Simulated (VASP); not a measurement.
Set up this calculation in VASP 6.6.1, as the native input.

```
Task                   : single point
Functional             : PBE
Potentials or basis    : VASP PAW PBE potentials, release 64 (Hf_pv, Si, O, F)
Cutoff                 : 520 eV
k mesh                 : 4 × 4 × 4
Occupations            : gaussian, width 0.1 eV
Spin                   : no spin polarisation
Dipole correction      : no
Further INCAR settings : ALGO = Normal; EDIFF = 1e-06; NBANDS = 31
```

The structure of Hf2SiOF2 lies in POSCAR:

```
Hf2SiOF2
1.0
    3.8660858100      0.0000000000      0.0000000000
    0.0000000000      3.8660858100      0.0000000000
    0.0000000000      0.0000000000      5.3452196400
Hf Si O F
2 1 1 2
Direct
    0.0000000000      0.5000000000      0.5000000000
    0.5000000000      0.0000000000      0.5000000000
    0.0000000000      0.0000000000      0.0000000000
    0.0000000000      0.0000000000      0.5000000000
    0.5000000000      0.5000000000      0.7753030100
    0.5000000000      0.5000000000      0.2246969900
```

The cell was generated, and may not be a known phase.

These files were run (other wordings do the same):

INCAR

```
SYSTEM = Hf2SiOF2
PREC = Accurate ; ENCUT = 520
EDIFF = 1E-6 ; ISMEAR = 0
SIGMA = 0.1 ; LREAL = .FALSE.
LASPH = .TRUE. ; NELM = 100
ALGO = Normal ; ISIF = 2
LWAVE = .FALSE. ; LCHARG = .FALSE.
GGA = PE ; NBANDS = 31
```

KPOINTS

```
regular mesh
0
G
  4 4 4
  0 0 0
```

Potentials or basis: VASP PAW PBE potentials, release 64 (Hf_pv, Si, O, F).

Command:

```bash
$ cat potpaw_PBE.64/Hf_pv/POTCAR potpaw_PBE.64/Si/POTCAR potpaw_PBE.64/O/POTCAR potpaw_PBE.64/F/POTCAR > POTCAR
$ mpirun -np 1 vasp_std > vasp.out
```

It gave:

- Pressure: 33.0 GPa
- Largest force: 2.166 eV/Å
- Band gap on the k mesh: zero (bands 22 and 23 overlap by 0.73 eV)

Caveat: the k points lie up to 0.41 Å⁻¹ apart, too coarse for converged energies and pressures of a metal; spin-orbit coupling is left out, which moves the levels of the heavy elements; forces of over 1 eV/Å act on the atoms, so gaps and moduli don't describe the material at rest.

Wall time 21 s on 1 thread of Intel(R) Xeon(R) 6975P-C (Granite Rapids) (shared host), peak memory 0.21 GiB.
